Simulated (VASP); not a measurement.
**DyBe: single point with PBE**

Crystal: DyBe.

```xyz
4
Lattice="3.4770 -3.7018 0.0000 3.4770 3.7018 0.0000 0.0000 0.0000 3.7168" Properties=species:S:1:pos:R:3 pbc="T T T"
Dy    1.7385    1.8509    1.8584
Dy    1.7385   -1.8509    1.8584
Be    2.5197    0.0000    0.0000
Be    4.4343    0.0000    0.0000
```

The cell was generated, and may not be a known phase.

```yaml
Program: VASP 6.6.1
Task: single point
Functional: PBE
Potentials_or_basis: VASP PAW PBE potentials, release 64 (Dy_3, Be), 4f in core
Cutoff: 600 eV
k_mesh: 5 × 5 × 5
Occupations: gaussian, width 0.2 eV
Spin: no spin polarisation
Dipole_correction: no
Further_INCAR_settings: ALGO = Normal; EDIFF = 1e-06; NBANDS = 19
```

```yaml
Pressure: 0.5 GPa
Largest_force: 0.020 eV/Å
Band_gap_on_the_k_mesh: zero (bands 11 and 12 overlap by 0.70 eV)
```

Forces in eV/Å, atoms in the order of the input:
```
Dy   0.000  0.000  0.000
Dy   0.000  0.000  0.000
Be   0.020  0.000  0.000
Be  -0.020  0.000  0.000
```

Stress tensor (GPa, compression positive):
```
0.76 0.00 0.00
0.00 0.52 0.00
0.00 0.00 0.14
```

Levels at points of the mesh, in eV from the Fermi level:
| k point | band 8 | band 9 | band 10 | band 11 | band 12 | band 13 | band 14 | band 15 |
| --- | --- | --- | --- | --- | --- | --- | --- | --- |
| (0.00, 0.00, 0.00) | -2.14 | -0.99 | -0.54 | -0.15 | -0.07 | 0.66 | 1.32 | 2.60 |

Run time: 27 s on 1 thread of Intel(R) Xeon(R) 6975P-C (Granite Rapids), with other jobs on the host, peak memory 0.24 GiB.

Caveat: spin-orbit coupling is left out, which moves the levels of the heavy elements; the 4f electrons are frozen in the core, so they carry no moment and show no levels. Spin polarisation is off, so any magnetic state and its effect on volume and gap are missing.
